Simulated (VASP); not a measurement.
# SiC (P6_3mc) in VASP: a series of runs

Runs on SiC. Level: r2SCAN. Tasks: single point.

All numbers are computed with VASP 6.6.1; they aren't measurements. Logs are shortened: lines on timing, memory, paths and dates and some standing lists are left out, and cuts for length are marked.

**1. The cell of the first run**

It takes space group P6_3mc (No. 186, hexagonal). The conventional cell has a = 3.198 Å, b = 3.198 Å, c = 5.017 Å, α = 90.00°, β = 90.00°, γ = 120.00°. Si (site symmetry 3m) has 4 C at 1.90 to 1.94 Å within 2.5 Å. C (site symmetry 3m) has 4 Si at 1.90 to 1.94 Å within 2.5 Å.

**2. Single point, r2SCAN**

POSCAR reads:

```
SiC
1.0
    3.1983094746      0.0000000000      0.0000000000
   -1.5991547373      2.7698172542      0.0000000000
    0.0000000000      0.0000000000      5.0174592315
Si C
2 2
Direct
    0.3333333333      0.6666666667      0.4977938122
    0.6666666667      0.3333333333      0.9977938122
    0.3333333333      0.6666666667      0.8772061878
    0.6666666667      0.3333333333      0.3772061878
```

INCAR.step1 reads:

```
ALGO = Normal ; EDIFF = 1E-4
ENCUT = 520 ; GGA = PE
ISMEAR = 0 ; LASPH = True
LCHARG = False ; LREAL = False
LWAVE = True ; NBANDS = 16
NELM = 100 ; PREC = Accurate
SIGMA = 0.02
```

INCAR.step2 reads:

```
ALGO = Normal ; EDIFF = 1E-6
ENCUT = 520 ; ISIF = 2
ISMEAR = 0 ; ISTART = 1
LASPH = True ; LCHARG = False
LMIXTAU = True ; LREAL = False
LWAVE = False ; METAGGA = R2SCAN
NBANDS = 16 ; NELM = 100
PREC = Accurate ; SIGMA = 0.02
```

KPOINTS reads:

```
k-points
0
Gamma
  12 12 6
```

Potentials or basis: VASP PAW PBE potentials, release 64 (Si, C).

Launch:

```sh
$ cat potpaw_PBE.64/Si/POTCAR potpaw_PBE.64/C/POTCAR > POTCAR
$ cp INCAR.step1 INCAR
$ mpirun -np 1 vasp_std > vasp.out
$ cp INCAR.step2 INCAR
$ mpirun -np 1 vasp_std > vasp.out
```

OUTCAR:

```text
EDIFF = 1E-6
   ENCUT = 520
   ISIF = 2
   ISMEAR = 0
   ISTART = 1
   LASPH = True
   LREAL = False
   METAGGA = R2SCAN
   NELM = 100
   PREC = Accurate

 ion  position               nearest neighbor table
   1  0.333  0.667  0.498-   3 1.90   4 1.94   4 1.94   4 1.94   2 3.12   2 3.12   2 3.12   2 3.12
                             2 3.12   2 3.12
   2  0.667  0.333  0.998-   4 1.90   3 1.94   3 1.94   3 1.94   1 3.12   1 3.12   1 3.12   1 3.12
                             1 3.12   1 3.12
   3  0.333  0.667  0.877-   1 1.90   2 1.94   2 1.94   2 1.94
   4  0.667  0.333  0.377-   2 1.90   1 1.94   1 1.94   1 1.94

  LATTYP: Found a hexagonal cell.
 ALAT       =     3.1983094746
 C/A-ratio  =     1.5687847819

  Lattice vectors:

 A1 = (   3.1983094746,   0.0000000000,   0.0000000000)
 A2 = (  -1.5991547373,   2.7698172542,   0.0000000000)
 A3 = (   0.0000000000,   0.0000000000,   5.0174592315)

Analysis of symmetry for initial positions (statically):
=====================================================================
 Subroutine PRICEL returns:
 Original cell was already a primitive cell.

 Routine SETGRP: Setting up the symmetry group for a
 hexagonal supercell.

 Subroutine GETGRP returns: Found 12 space group operations
 (whereof  6 operations were pure point group operations)
 out of a pool of 24 trial point group operations.

The static configuration has the point symmetry C_3v.
 The point group associated with its full space group is C_6v.

Analysis of symmetry for dynamics (positions and initial velocities):
=====================================================================
 Subroutine PRICEL returns:
 Original cell was already a primitive cell.

 Routine SETGRP: Setting up the symmetry group for a
 hexagonal supercell.

 Subroutine GETGRP returns: Found 12 space group operations
 (whereof  6 operations were pure point group operations)
 out of a pool of 24 trial point group operations.

The dynamic configuration has the point symmetry C_3v.
 The point group associated with its full space group is C_6v.

 Subroutine INISYM returns: Found 12 space group operations
 (whereof  6 operations are pure point group operations),
 and found     1 'primitive' translations

[... 92 lines left out ...]
   ISPIN  =      1    spin polarized calculation?
   LNONCOLLINEAR =      F non collinear calculations
   LSORBIT =      F    spin-orbit coupling
   LASPH  =      T    aspherical Exc in radial PAW
   ENCUT  =  520.0 eV  38.22 Ry    6.18 a.u.   5.95  5.95  9.33*2*pi/ulx,y,z
   NELM   =    100;   NELMIN=  2; NELMDL=  0     # of ELM steps
   EDIFF  = 0.1E-05   stopping-criterion for ELM
   LREAL  =      F    real-space projection
   EDIFFG = 0.1E-04   stopping-criterion for IOM
   NSW    =      0    number of steps for IOM
   IBRION =     -1    ionic relax: 0-MD 1-quasi-New 2-CG
   NFREE  =      0    steps in history (QN), initial steepest desc. (CG)
   ISIF   =      2    stress and relaxation
   ISYM   =      2    0-nonsym 1-usesym 2-fastsym
   POTIM  = 0.5000    time-step for ionic-motion
   TEBEG  =    0.0;   TEEND  =   0.0 temperature during run
   PSTRESS=    0.0 pullay stress
   NELECT =      16.0000    total number of electrons
   NUPDOWN=      -1.0000    fix difference up-down
   EMIN   =  10.00;   EMAX   =-10.00  energy-range for DOS
   EFERMI =   0.00;   METHOD = LEGACY
   ISMEAR =     0;   SIGMA  =   0.02  broadening in eV -4-tet -1-fermi 0-gaus
   EFERMI_NEDOS =   21; number of points for ismear=-14 and -15
   IALGO  =     38    algorithm
   IMIX   =      4    mixing-type and parameters
     AMIX     =   0.40;   BMIX     =  1.00
     AMIX_MAG =   1.60;   BMIX_MAG =  1.00
  volume/ion in A,a.u.               =      11.11        74.99
  Fermi-wavevector in a.u.,A,eV,Ry     =   1.164563  2.200705 18.452318  1.356207
  Thomas-Fermi vector in A             =   2.301100
   LORBIT       =      0    0 simple, 1 ext, 2 COOP (PROOUT), +10 PAW based schemes
   METAGGA = R2SCAN    functional components
   LHFCALC =     F    Hartree Fock is set to
   AEXX    =    0.0000 exact exchange contribution
   IVDW    =     0    specifies the selected vdW correction
   LEPSILON=     F    determine dielectric tensor
   LRPA    =     F    only Hartree local field effects (RPA)
 non-spin polarized calculation
 Gauss-broadening in eV      SIGMA  =   0.02
  energy-cutoff  :      520.00
  volume of cell :       44.45
 maximum number of plane-waves:      1224
 NGX is ok and might be reduce to    24
   NGX = 11   NGY = 11   NGZ = 19

 number of electron      16.0000001 magnetization

 Free energy of the ion-electron system (eV)
  ---------------------------------------------------
  ext. energy  EPLUGINS =         0.00000000
  ---------------------------------------------------
  free energy    TOTEN  =       -38.39768288 eV

  energy without entropy =      -38.39768288  energy(sigma->0) =      -38.39768288

 E-fermi :   7.6216     XC(G=0): -11.6045

 val. band max:        7.4725404610   @ k =   0.0000   0.0000   0.0000
 cond. band min:      10.0692183692   @ k =   0.5000  -0.0000   0.0000
 fundamental gap:      2.5966779082
 Fermi energy:         7.6216181593

 k-point     1 :       0.0000    0.0000    0.0000
  band No.  band energies     occupation
      1      -8.4356      2.00000
      2      -4.7317      2.00000
      3      -1.1128      2.00000
      4       5.7011      2.00000
      5       5.7012      2.00000
      6       7.2759      2.00000
[... 433 lines left out ...]
      3      -0.1082      2.00000
      4       1.8941      2.00000
      5       2.5351      2.00000
      6       4.2481      2.00000
[... 8 lines left out ...]
     15      19.1241      0.00000
     16      19.4263      0.00000

 [... further k-points ...]
[... 5 lines left out ...]
  --------------------------------------------------------------------------------------
  -------------------------------------------------------------------------------------
  Total       -5.9347359     -5.9347359     -0.0085869      0.0000000      0.0000000      0.0000000
  in kB     -213.9225311   -213.9225311     -0.3095218      0.0000000      0.0000000      0.0000000
  external PRESSURE =    -142.7181947 kB  Pullay stress =       0.0000000 kB

 VOLUME and BASIS-vectors are now :
 -----------------------------------------------------------------------------
  energy-cutoff  :      520.00
  volume of cell :       44.45
      direct lattice vectors                 reciprocal lattice vectors
     3.198309475  0.000000000  0.000000000     0.312665178  0.180517324  0.000000000
    -1.599154737  2.769817254  0.000000000     0.000000000  0.361034649  0.000000000
     0.000000000  0.000000000  5.017459232     0.000000000  0.000000000  0.199304061

 POSITION                                       TOTAL-FORCE (eV/Angst)
 -----------------------------------------------------------------------------------
     -0.00000      1.84654      2.49766         0.000000     -0.000000      0.002323
      1.59915      0.92327      5.00639        -0.000000      0.000000      0.002323
     -0.00000      1.84654      4.40135        -0.000000      0.000000     -0.002323
      1.59915      0.92327      1.89262        -0.000000      0.000000     -0.002323
 -----------------------------------------------------------------------------------
    total drift:                                0.000000      0.000000      0.000125

  FREE ENERGIE OF THE ION-ELECTRON SYSTEM (eV)
  ---------------------------------------------------
  free  energy   TOTEN  =       -38.3976828788 eV

  energy  without entropy=      -38.3976828788  energy(sigma->0) =      -38.39768288
```

It took 76 s on 1 thread of Intel Xeon Platinum 8488C (Sapphire Rapids), shared host; peak memory 0.18 GiB.

What came out:

* Free energy: -38.3977 eV
* Pressure: -14.3 GPa
* Band gap on the k mesh: 2.60 eV, indirect (least direct gap 3.89 eV)

Forces on the atoms (eV/Å):
```
Si   0.000  0.000  0.002
Si   0.000  0.000  0.002
C    0.000  0.000 -0.002
C    0.000  0.000 -0.002
```

Stress tensor (GPa, compression positive):
```
-21.39   0.00   0.00
  0.00 -21.39   0.00
  0.00   0.00  -0.03
```

Caveat: the PAW data sets were made with another functional, which shifts forces and pressure a little.

**3. Single point, r2SCAN (biaxial strain in the a-b plane: +6.0 %)**

POSCAR reads:

```
SiC
1.0
    3.2598154260      0.0000000000      0.0000000000
   -1.6299077130      2.8230829706      0.0000000000
    0.0000000000      0.0000000000      4.8666007195
Si C
2 2
Direct
    0.3333333333      0.6666666667      0.4977938122
    0.6666666667      0.3333333333      0.9977938122
    0.3333333333      0.6666666667      0.8772061878
    0.6666666667      0.3333333333      0.3772061878
```

INCAR.step1 reads:

```
PREC     = Accurate       # precision mode
ENCUT    = 520            # plane-wave cutoff, eV
ISMEAR   = 0              # smearing method
SIGMA    = 0.02           # smearing width, eV
LREAL    = F              # projectors in reciprocal space
LASPH    = T              # aspherical terms in the spheres
NELM     = 80             # most SCF steps
NBANDS   = 16             # bands
GGA      = PE             # functional
ALGO     = Normal         # electronic algorithm
EDIFF    = 1E-4           # SCF threshold, eV
LWAVE    = T              # write WAVECAR
LCHARG   = F              # write CHGCAR
```

INCAR.step2 reads:

```
PREC     = Accurate       # precision mode
ENCUT    = 520            # plane-wave cutoff, eV
EDIFF    = 1E-7           # SCF threshold, eV
ISMEAR   = 0              # smearing method
SIGMA    = 0.02           # smearing width, eV
LREAL    = F              # projectors in reciprocal space
LASPH    = T              # aspherical terms in the spheres
NELM     = 80             # most SCF steps
ALGO     = Normal         # electronic algorithm
ISIF     = 2              # what is computed and relaxed
LWAVE    = F              # write WAVECAR
LCHARG   = F              # write CHGCAR
METAGGA  = R2SCAN         # meta-GGA
LMIXTAU  = T            
NBANDS   = 16             # bands
ISTART   = 1
```

KPOINTS reads:

```
Automatic mesh
0
Gamma
  12 12 6
```

Potentials or basis: VASP PAW PBE potentials, release 64 (Si, C).

Launch:

```sh
$ cat potpaw_PBE.64/Si/POTCAR potpaw_PBE.64/C/POTCAR > POTCAR
$ cp INCAR.step1 INCAR
$ mpirun -np 1 vasp_std > vasp.out
$ cp INCAR.step2 INCAR
$ mpirun -np 1 vasp_std > vasp.out
```

Wall time 91 s (1 thread of Intel Xeon Platinum 8488C (Sapphire Rapids), shared host); peak memory 0.18 GiB.

It converged, with:

```
Free energy            : -38.0582 eV
Pressure               : -14.1 GPa
Largest force          : 0.500 eV/Å
Band gap on the k mesh : 2.16 eV, indirect (least direct gap 3.02 eV)
```

Forces in eV/Å, atoms in the order of the input:
```
Si   0.000  0.000 -0.500
Si   0.000  0.000 -0.500
C    0.000  0.000  0.500
C    0.000  0.000  0.500
```

Stress tensor (GPa, compression positive):
```
-29.43   0.00   0.00
  0.00 -29.43   0.00
  0.00   0.00  16.50
```

Levels at points of the mesh, in eV from the valence-band top:
```
           k point  band 4  band 5  band 6  band 7  band 8  band 9  band 10  band 11  band 12  band 13
(0.00, 0.00, 0.00)   -2.11   -2.11   -0.25   -0.25    0.00    3.02     5.71     5.81     5.81     8.68
(0.50, 0.00, 0.00)   -5.98   -5.57   -3.97   -3.37   -1.22    2.16     4.96     6.58     6.85    10.90
(0.00, 0.00, 0.50)   -3.97   -1.28   -1.28   -1.28   -1.28    4.55     4.55     6.63     6.63     6.63
(0.50, 0.00, 0.50)   -8.39   -2.87   -2.87   -2.08   -2.08    3.39     3.39     5.89     5.89    10.59
```

Caveat: the cell differs from its parent crystal (biaxial strain in the a-b plane: +6.0 %); the PAW data sets were made with another functional, which shifts forces and pressure a little. A k mesh can miss the band edges.
